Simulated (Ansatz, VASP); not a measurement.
## One calculation of Mg, two programs

INCAR

```
SYSTEM = Mg
ALGO = Normal
EDIFF = 1E-6
ENCUT = 600
GGA_COMPAT = .False.
ISIF = 2
ISMEAR = 1
LASPH = .True.
LCHARG = .False.
LREAL = .False.
LWAVE = .False.
NBANDS = 7
NELM = 120
PREC = Accurate
SIGMA = 0.1
```

File KPOINTS:

```
k-points
0
Gamma
  11 11 11
  0 0 0
```

POSCAR

```
Mg
1.0
    0.0000000000      2.2442560000      2.2442560000
    2.2442560000      0.0000000000      2.2442560000
    2.2442560000      2.2442560000      0.0000000000
Mg
1
Direct
    0.0000000000      0.0000000000      0.0000000000
```

Input for Ansatz:

```yaml
crystal:
  lattice:
    bravais: fcc
    a: 4.488512
  space_group: 225
  atoms:
    - { symbol: Mg, position: [0.0, 0.0, 0.0] }
  reduce_to_primitive: true
basis:
  ecutwfc: 462.593566181796
kpoints:
  mp_grid:
    grid: [11, 11, 11]
hamiltonian:
  xc: lda
scf:
  occupations:
    method: cold
    width: 0.1
output:
  stress: true
```

Alike in both runs: task single point; functional LDA; k mesh 11 × 11 × 11; no spin polarisation.

|  | VASP | Ansatz |
| --- | --- | --- |
| version | VASP 6.6.1 | Ansatz 0.2.0 |
| potentials or method | VASP PAW LDA potentials, release 64 (Mg), cutoff 600 eV | plane waves, PAW |
| occupations | methfessel-paxton of order 1, width 0.1 eV | cold, width 0.1 eV |
| valence electrons in the cell | 2 | 10 |

VASP gave:

* pressure (GPa): -1.5

Problem. Which values does Ansatz return?

Solution. Pressure (GPa): -1.2.

LDA's correlation is that of Perdew and Zunger in VASP and of Perdew and Wang (1992) in Ansatz. VASP's potentials hold 2 valence electrons a cell and Ansatz's 10, so a difference there can come from the potentials and not from the codes.
